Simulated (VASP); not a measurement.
Set up this calculation in VASP 6.6.1, as the native input.

| Property | Result |
| --- | --- |
| Task | single point |
| Functional | PBE |
| Potentials or basis | VASP PAW PBE potentials, release 64 (Au) |
| Cutoff | 520 eV |
| k mesh | 11 × 11 × 11 |
| Occupations | fermi-dirac, width 0.05 eV |
| Spin | no spin polarisation |
| Dipole correction | no |
| Further INCAR settings | ALGO = Fast; EDIFF = 1e-06; NBANDS = 12 |

The structure of Au lies in POSCAR:

```
Au
1.0
   -1.6461460541      1.6461460541      1.6461460541
    1.6461460541     -1.6461460541      1.6461460541
    1.6461460541      1.6461460541     -1.6461460541
Au
1
Direct
    0.0000000000      0.0000000000      0.0000000000
```

This cell differs from its parent crystal: volume scaled by 0.98.

The input as run:

INCAR

```
PREC = Accurate
ENCUT = 520
EDIFF = 1E-6
ISMEAR = -1
SIGMA = 0.05
LREAL = F
LASPH = T
NELM = 100
ALGO = Fast
ISIF = 2
LWAVE = F
LCHARG = F
GGA = PE
NBANDS = 12
```

KPOINTS

```
regular mesh
0
Gamma
  11 11 11
```

Potentials or basis: VASP PAW PBE potentials, release 64 (Au).

Command:

```console
$ cat potpaw_PBE.64/Au/POTCAR > POTCAR
$ mpirun -np 1 vasp_std > vasp.out
```

Results of the run:

```yaml
Pressure: 1.7 GPa
```

Run time: 13 s on 1 thread of Intel Xeon 8259CL (shared host), peak memory 0.14 GiB.
